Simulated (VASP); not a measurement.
The system is HgTe.

```
Hg Te
1.0
     0.00000    3.22350    3.22350
     3.22350    0.00000    3.22350
     3.22350    3.22350    0.00000
Hg Te
1 1
Direct
  0.00000 0.00000 0.00000
  0.75000 0.75000 0.75000
```

* Program: VASP 6.6.1
* Task: relaxation of cell and atoms
* Functional: PBEsol
* Potentials or basis: VASP PAW PBE potentials, release 64 (Hg, Te)
* Cutoff: 600 eV
* k mesh: 12 × 12 × 12
* Occupations: gaussian, width 0.1 eV
* Spin: no spin polarisation

At the start: pressure 1.5 GPa; volume 33.50 Å³/atom.

Where does the relaxation end?

Over 3 steps the energy falls by 4.8 meV/atom and the volume is 34.58 Å³/atom (+3.2 %); space group F-43m (No. 216, to 0.1 Å) before and after.

The path:
```csv
step,energy change (eV),largest force (eV/Å),pressure (GPa),volume (Å³)
1,0.0000,0.0000,1.46,66.99
2,-0.0083,0.0000,-0.48,69.99
3,-0.0096,0.0000,0.00,69.16
```

Final structure:
```yaml
crystal:
  lattice:
    - [0.00000, 3.25799, 3.25799]
    - [3.25799, 0.00000, 3.25799]
    - [3.25799, 3.25799, 0.00000]
  atoms:
    - { symbol: Hg, position: [0.00000, 0.00000, 0.00000] }
    - { symbol: Te, position: [0.75000, 0.75000, 0.75000] }
```

Caveat: the PAW data sets were made with another functional, which shifts forces and pressure a little.
